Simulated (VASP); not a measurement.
# MgZn3Te4 (P-43m) in VASP: relaxation of cell and atoms with PBE

Aim: the relaxation of cell and atoms of MgZn3Te4 with PBE.

All numbers are computed with VASP 6.6.1; they aren't measurements. Logs are shortened: lines on timing, memory, paths and dates and some standing lists are left out, and cuts for length are marked.

### 1 The cell of the first run

It takes space group P-43m (No. 215, cubic). Conventional cell: a = 6.259 Å, b = 6.259 Å, c = 6.259 Å, α = 90.00°, β = 90.00°, γ = 90.00°. Within 3.7 Å of Mg (site symmetry -43m) lie 4 Te at 2.78 Å. Zn (site symmetry -42m) has 4 Te at 2.69 Å within 3.5 Å. Te (site symmetry 3m) has 3 Zn at 2.69 Å and 1 Mg at 2.78 Å within 3.5 Å.

### 2 Relaxation of cell and atoms, PBE

The input, INCAR:

```
SYSTEM = MgZn3Te4
PREC = Accurate ; ENCUT = 600
EDIFF = 1E-7 ; ISMEAR = 0
SIGMA = 0.02 ; LREAL = .FALSE.
LASPH = .TRUE. ; NELM = 100
ALGO = Normal ; ISIF = 3
LWAVE = .FALSE. ; LCHARG = .FALSE.
GGA = PE ; IBRION = 2
NSW = 100 ; EDIFFG = -0.01
LUSENCCL = .FALSE.
```

The input, KPOINTS:

```
regular mesh
0
G
  6 6 6
  0 0 0
```

The input, POSCAR:

```
MgZn3Te4
1.0
    6.2587595610      0.0000000000      0.0000000000
    0.0000000000      6.2587595610      0.0000000000
    0.0000000000      0.0000000000      6.2587595610
Mg Zn Te
1 3 4
Direct
    0.0000000000      0.0000000000      0.0000000000
    0.0000000000      0.5000000000      0.5000000000
    0.5000000000      0.0000000000      0.5000000000
    0.5000000000      0.5000000000      0.0000000000
    0.2567315443      0.2567315443      0.7432684557
    0.2567315443      0.7432684557      0.2567315443
    0.7432684557      0.2567315443      0.2567315443
    0.7432684557      0.7432684557      0.7432684557
```

Potentials or basis: VASP PAW PBE potentials, release 64 (Mg, Zn, Te).

The run is started by

```sh
> cat potpaw_PBE.64/Mg/POTCAR potpaw_PBE.64/Zn/POTCAR potpaw_PBE.64/Te/POTCAR > POTCAR
> mpirun -np 1 vasp_std > vasp.out
```

OUTCAR:

```text
SYSTEM = MgZn3Te4
   PREC = Accurate
   ENCUT = 600
   EDIFF = 1E-7
   ISMEAR = 0
   LREAL = .FALSE.
   LASPH = .TRUE.
   NELM = 100
   ISIF = 3
   GGA = PE
   IBRION = 2
   NSW = 100
   EDIFFG = -0.01

 ion  position               nearest neighbor table
   1  0.000  0.000  0.000-   5 2.78   6 2.78   7 2.78   8 2.78
   2  0.000  0.500  0.500-   5 2.69   6 2.69   7 2.69   8 2.69
   3  0.500  0.000  0.500-   5 2.69   6 2.69   7 2.69   8 2.69
   4  0.500  0.500  0.000-   5 2.69   6 2.69   7 2.69   8 2.69
   5  0.257  0.257  0.743-   2 2.69   3 2.69   4 2.69   1 2.78
   6  0.257  0.743  0.257-   2 2.69   3 2.69   4 2.69   1 2.78
   7  0.743  0.257  0.257-   2 2.69   3 2.69   4 2.69   1 2.78
   8  0.743  0.743  0.743-   2 2.69   3 2.69   4 2.69   1 2.78

  LATTYP: Found a simple cubic cell.
 ALAT       =     6.2587595610

  Lattice vectors:

 A1 = (   6.2587595610,   0.0000000000,   0.0000000000)
 A2 = (   0.0000000000,   6.2587595610,   0.0000000000)
 A3 = (   0.0000000000,   0.0000000000,   6.2587595610)

Analysis of symmetry for initial positions (statically):
=====================================================================
 Subroutine PRICEL returns:
 Original cell was already a primitive cell.

 Routine SETGRP: Setting up the symmetry group for a
 simple cubic supercell.

 Subroutine GETGRP returns: Found 24 space group operations
 (whereof 24 operations were pure point group operations)
 out of a pool of 48 trial point group operations.

The static configuration has the point symmetry T_d .

Analysis of symmetry for dynamics (positions and initial velocities):
=====================================================================
 Subroutine PRICEL returns:
 Original cell was already a primitive cell.

 Routine SETGRP: Setting up the symmetry group for a
 simple cubic supercell.

 Subroutine GETGRP returns: Found 24 space group operations
 (whereof 24 operations were pure point group operations)
 out of a pool of 48 trial point group operations.

The dynamic configuration has the point symmetry T_d .

 Subroutine INISYM returns: Found 24 space group operations
 (whereof 24 operations are pure point group operations),
 and found     1 'primitive' translations

----------------------------------------------------------------------------------------

                                     Primitive cell

  volume of cell :     245.1686

  direct lattice vectors                    reciprocal lattice vectors
     6.258759561  0.000000000  0.000000000     0.159776069  0.000000000  0.000000000
     0.000000000  6.258759561  0.000000000     0.000000000  0.159776069  0.000000000
     0.000000000  0.000000000  6.258759561     0.000000000  0.000000000  0.159776069

  length of vectors
     6.258759561  6.258759561  6.258759561     0.159776069  0.159776069  0.159776069

  position of ions in fractional coordinates (direct lattice)
     0.000000000  0.000000000  0.000000000
     0.000000000  0.500000000  0.500000000
     0.500000000  0.000000000  0.500000000
     0.500000000  0.500000000  0.000000000
     0.256731544  0.256731544  0.743268456
     0.256731544  0.743268456  0.256731544
     0.743268456  0.256731544  0.256731544
     0.743268456  0.743268456  0.743268456

  ion indices of the primitive-cell ions
   primitive index   ion index
                 1           1
                 2           2
                 3           3
                 4           4
[... 82 lines left out ...]
   NELECT =      62.0000    total number of electrons
   NUPDOWN=      -1.0000    fix difference up-down
   EMIN   =  10.00;   EMAX   =-10.00  energy-range for DOS
   EFERMI =   0.00;   METHOD = LEGACY
   ISMEAR =     0;   SIGMA  =   0.02  broadening in eV -4-tet -1-fermi 0-gaus
   EFERMI_NEDOS =   21; number of points for ismear=-14 and -15
   IALGO  =     38    algorithm
   IMIX   =      4    mixing-type and parameters
     AMIX     =   0.40;   BMIX     =  1.00
     AMIX_MAG =   1.60;   BMIX_MAG =  1.00
  volume/ion in A,a.u.               =      30.65       206.81
  Fermi-wavevector in a.u.,A,eV,Ry     =   1.035262  1.956362 14.582293  1.071768
  Thomas-Fermi vector in A             =   2.169597
   LORBIT       =      0    0 simple, 1 ext, 2 COOP (PROOUT), +10 PAW based schemes
   GGA     = PE    functional components
   LHFCALC =     F    Hartree Fock is set to
   AEXX    =    0.0000 exact exchange contribution
   IVDW    =     0    specifies the selected vdW correction
   LEPSILON=     F    determine dielectric tensor
   LRPA    =     F    only Hartree local field effects (RPA)
 conjugate gradient relaxation of ions
 non-spin polarized calculation
 Gauss-broadening in eV      SIGMA  =   0.02
  energy-cutoff  :      600.00
  volume of cell :      245.17
 maximum number of plane-waves:      8226
   NGX = 25   NGY = 25   NGZ = 25

--------------------------------------- Ionic step        1  -------------------------------------------

 number of electron      62.0000076 magnetization

 Free energy of the ion-electron system (eV)
  ---------------------------------------------------
  ext. energy  EPLUGINS =         0.00000000
  ---------------------------------------------------
  free energy    TOTEN  =       -21.86683377 eV

  energy without entropy =      -21.86683377  energy(sigma->0) =      -21.86683377

------------------------ aborting loop because EDIFF is reached ----------------------------------------

  FORCE on cell =-STRESS in cart. coord.  units (eV):
  Direction    XX          YY          ZZ          XY          YZ          ZX
  --------------------------------------------------------------------------------------
  -------------------------------------------------------------------------------------
  Total        0.2348165      0.2348165      0.2348165     -0.0000000     -0.0000000      0.0000000
  in kB        1.5345263      1.5345263      1.5345263     -0.0000000     -0.0000000      0.0000000
  external PRESSURE =       1.5345263 kB  Pullay stress =       0.0000000 kB

 VOLUME and BASIS-vectors are now :
 -----------------------------------------------------------------------------
  energy-cutoff  :      600.00
  volume of cell :      245.17
      direct lattice vectors                 reciprocal lattice vectors
     6.258759561  0.000000000  0.000000000     0.159776069  0.000000000  0.000000000
     0.000000000  6.258759561  0.000000000     0.000000000  0.159776069  0.000000000
     0.000000000  0.000000000  6.258759561     0.000000000  0.000000000  0.159776069

 POSITION                                       TOTAL-FORCE (eV/Angst)
 -----------------------------------------------------------------------------------
      0.00000      0.00000      0.00000        -0.000000     -0.000000     -0.000000
      0.00000      3.12938      3.12938        -0.000000     -0.000000     -0.000000
      3.12938      0.00000      3.12938        -0.000000     -0.000000     -0.000000
      3.12938      3.12938      0.00000        -0.000000     -0.000000     -0.000000
      1.60682      1.60682      4.65194        -0.004384     -0.004384      0.004384
      1.60682      4.65194      1.60682        -0.004384      0.004384     -0.004384
      4.65194      1.60682      1.60682         0.004384     -0.004384     -0.004384
      4.65194      4.65194      4.65194         0.004384      0.004384      0.004384
 -----------------------------------------------------------------------------------
    total drift:                               -0.000000     -0.000000     -0.000000

  FREE ENERGIE OF THE ION-ELECTRON SYSTEM (eV)
  ---------------------------------------------------
  free  energy   TOTEN  =       -21.8668337720 eV

  energy  without entropy=      -21.8668337720  energy(sigma->0) =      -21.86683377

--------------------------------------- Ionic step        2  -------------------------------------------

 number of electron      62.0000078 magnetization

 Free energy of the ion-electron system (eV)
  ---------------------------------------------------
  ext. energy  EPLUGINS =         0.00000000
  ---------------------------------------------------
  free energy    TOTEN  =       -21.86725570 eV

  energy without entropy =      -21.86725570  energy(sigma->0) =      -21.86725570

 E-fermi :   2.6217     XC(G=0):  -8.4928

 val. band max:        2.5151993673   @ k =   0.0000   0.0000   0.0000
 cond. band min:       3.7473812298   @ k =   0.0000   0.0000   0.0000
 fundamental gap:      1.2321818625
 Fermi energy:         2.6217215242

 k-point     1 :       0.0000    0.0000    0.0000
  band No.  band energies     occupation
      1      -8.6403      2.00000
      2      -7.6438      2.00000
      3      -7.6438      2.00000
      4      -7.6438      2.00000
      5      -4.0396      2.00000
      6      -4.0396      2.00000
[... 789 lines left out ...]
     36       7.5430      0.00000
     37       7.5430      0.00000

------------------------ aborting loop because EDIFF is reached ----------------------------------------

  FORCE on cell =-STRESS in cart. coord.  units (eV):
  Direction    XX          YY          ZZ          XY          YZ          ZX
  --------------------------------------------------------------------------------------
  -------------------------------------------------------------------------------------
  Total       -0.0309888     -0.0309888     -0.0309888      0.0000000     -0.0000000     -0.0000000
  in kB       -0.2016544     -0.2016544     -0.2016544      0.0000000     -0.0000000     -0.0000000
  external PRESSURE =      -0.2016544 kB  Pullay stress =       0.0000000 kB

 VOLUME and BASIS-vectors are now :
 -----------------------------------------------------------------------------
  energy-cutoff  :      600.00
  volume of cell :      246.21
      direct lattice vectors                 reciprocal lattice vectors
     6.267622097  0.000000000  0.000000000     0.159550143  0.000000000 -0.000000000
    -0.000000000  6.267622097 -0.000000000    -0.000000000  0.159550143  0.000000000
     0.000000000 -0.000000000  6.267622097    -0.000000000  0.000000000  0.159550143

 POSITION                                       TOTAL-FORCE (eV/Angst)
 -----------------------------------------------------------------------------------
      6.26762      6.26762      6.26762         0.000000      0.000000      0.000000
      6.26762      3.13381      3.13381         0.000000     -0.000000      0.000000
      3.13381      6.26762      3.13381         0.000000      0.000000      0.000000
      3.13381      3.13381      6.26762         0.000000     -0.000000      0.000000
      1.60888      1.60888      4.65874        -0.002341     -0.002341      0.002341
      1.60888      4.65874      1.60888        -0.002341      0.002341     -0.002341
      4.65874      1.60888      1.60888         0.002341     -0.002341     -0.002341
      4.65874      4.65874      4.65874         0.002341      0.002341      0.002341
 -----------------------------------------------------------------------------------
    total drift:                                0.000000      0.000000     -0.000000

  FREE ENERGIE OF THE ION-ELECTRON SYSTEM (eV)
  ---------------------------------------------------
  free  energy   TOTEN  =       -21.8672557000 eV

  energy  without entropy=      -21.8672557000  energy(sigma->0) =      -21.86725570

 reached required accuracy - stopping structural energy minimisation
```

It took 55 s on 1 × NVIDIA H100 80GB with 1 thread of Intel Xeon Platinum 8481C at 2.70GHz (Sapphire Rapids), shared host; peak memory 1.4 GiB.

What came out:

* Free energy: -21.8673 eV
* Relaxed volume: 30.78 Å³/atom
* Relaxed cell: a = 6.268 Å, b = 6.268 Å, c = 6.268 Å, α = 90.00°, β = 90.00°, γ = 90.00°
* Space group after relaxing (to 0.1 Å): P-43m (No. 215)
* Energy gained by relaxing: 0.1 meV/atom
* Ionic steps: 2
* Pressure after relaxing: 0.0 GPa
* Largest force after relaxing: 0.004 eV/Å
* Band gap on the k mesh: 1.23 eV

Forces in eV/Å, atoms in the order of the input:
```
Mg   0.000  0.000  0.000
Zn   0.000  0.000  0.000
Zn   0.000  0.000  0.000
Zn   0.000  0.000  0.000
Te  -0.002 -0.002  0.002
Te  -0.002  0.002 -0.002
Te   0.002 -0.002 -0.002
Te   0.002  0.002  0.002
```

The path:
```
step  energy change (eV)  largest force (eV/Å)  pressure (GPa)  volume (Å³)
   1              0.0000                0.0076            0.15       245.17
   2             -0.0004                0.0041           -0.02       246.21
```

Final structure:
```yaml
crystal:
  lattice:
    - [6.26762, 0.00000, 0.00000]
    - [0.00000, 6.26762, 0.00000]
    - [0.00000, 0.00000, 6.26762]
  atoms:
    - { symbol: Mg, position: [0.00000, 0.00000, 0.00000] }
    - { symbol: Zn, position: [0.00000, 0.50000, 0.50000] }
    - { symbol: Zn, position: [0.50000, 0.00000, 0.50000] }
    - { symbol: Zn, position: [0.50000, 0.50000, 0.00000] }
    - { symbol: Te, position: [0.25670, 0.25670, 0.74330] }
    - { symbol: Te, position: [0.25670, 0.74330, 0.25670] }
    - { symbol: Te, position: [0.74330, 0.25670, 0.25670] }
    - { symbol: Te, position: [0.74330, 0.74330, 0.74330] }
```

Caveat: spin-orbit coupling is left out, which moves the levels of the heavy elements.
